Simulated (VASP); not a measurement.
Here is a VASP 6.6.1 calculation.

Contents of INCAR:

```
  PREC = Accurate
  ENCUT = 520
  EDIFF = 1E-6
  ISMEAR = 0
  SIGMA = 0.1
  LREAL = F
  LASPH = T
  NELM = 80
  ALGO = Normal
  ISIF = 2
  LWAVE = F
  LCHARG = F
  LDIPOL = T
  IDIPOL = 3
  DIPOL = 0.5 0.5 0.479
  GGA = PE
  IVDW = 12
  NBANDS = 82
```

The input KPOINTS:

```
regular mesh
0
Gamma
  6 6 1
```

The input POSCAR:

```
Ag12I
1.0
    4.9888483875      0.0000000000      0.0000000000
   -2.4944241938      4.3204694392      0.0000000000
    0.0000000000      0.0000000000     26.0552970503
Ag I
12 1
Direct
    0.0000000000      0.3333333333      0.3262292494
    0.3333333333      0.0000000000      0.3262292494
    0.6666666667      0.6666666667      0.3262292494
    0.3333333333      0.3333333333      0.4164898087
    0.6666666667      0.0000000000      0.4164898087
    0.0000000000      0.6666666667      0.4164898087
    0.6705226464      0.3371893131      0.5063838018
   -0.0038559797      0.0000000000      0.5063838018
    0.3333333333      0.6628106869      0.5063838018
    0.0000000000      0.3333333333      0.5987939830
    0.3333333333      0.0000000000      0.5920075043
    0.6666666667      0.6666666667      0.5987939830
    0.3333333333      0.0000000000      0.6939122264
```

Potentials or basis: VASP PAW PBE potentials, release 64 (Ag, I).

The run is started by

```bash
$ cat potpaw_PBE.64/Ag/POTCAR potpaw_PBE.64/I/POTCAR > POTCAR
$ mpirun -np 1 vasp_std > vasp.out
```

Q: Predict the dispersion energy per atom.

A: -0.456 eV.

Q: What does it give for the largest force?

A: 0.032 eV/Å.

Q: Estimate the band gap on the k mesh.

A: Zero (an odd number of electrons rules out a gap without spin polarisation).

Forces on the atoms (eV/Å):
```
Ag   0.000  0.000  0.004
Ag   0.000  0.000  0.004
Ag   0.000  0.000  0.004
Ag  -0.013  0.022  0.001
Ag   0.025  0.000  0.001
Ag  -0.013 -0.022  0.001
Ag   0.002  0.003  0.003
Ag  -0.004  0.000  0.003
Ag   0.002 -0.003  0.003
Ag   0.000  0.000 -0.003
Ag   0.000  0.000  0.016
Ag   0.000  0.000 -0.003
I    0.000  0.000 -0.032
```

Caveat: spin-orbit coupling is left out, which moves the levels of the heavy elements.
